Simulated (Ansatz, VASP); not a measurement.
## One calculation of SiC, two programs

```
CELL_PARAMETERS angstrom
3.07600 0.00000 0.00000
-1.53800 2.66389 0.00000
0.00000 0.00000 5.14896
ATOMIC_POSITIONS crystal
Si 0.33333 0.66667 0.00000
Si 0.66667 0.33333 0.50000
C 0.33333 0.66667 0.38500
C 0.66667 0.33333 0.88500
```

Change from the starting cell: zz strain of +2 %.

Alike in both runs: task single point; functional PBEsol; k mesh 15 × 15 × 8; occupations fermi-dirac, width 0.08 eV; no spin polarisation.

```csv
,VASP,Ansatz
version,VASP 6.6.1,Ansatz 0.2.0
potentials or method,"VASP PAW PBE potentials, release 64 (Si, C), cutoff 520 eV","all-electron LAPW, scalar-relativistic"
```

```tsv
	VASP	Ansatz	Ansatz less VASP
pressure (GPa)	-3.1	-3.5	-0.38
traceless stress, the component that is largest in VASP (GPa)	-9.14	-8.99	+0.150
rms of the force components (eV/Å)	0.482	0.477	-0.0049
```

VASP's potentials were made for PBE, not for PBEsol. Atom by atom the forces differ by 0.005 eV/Å (rms over components). Ansatz ran all-electron here, and VASP with PAW potentials.
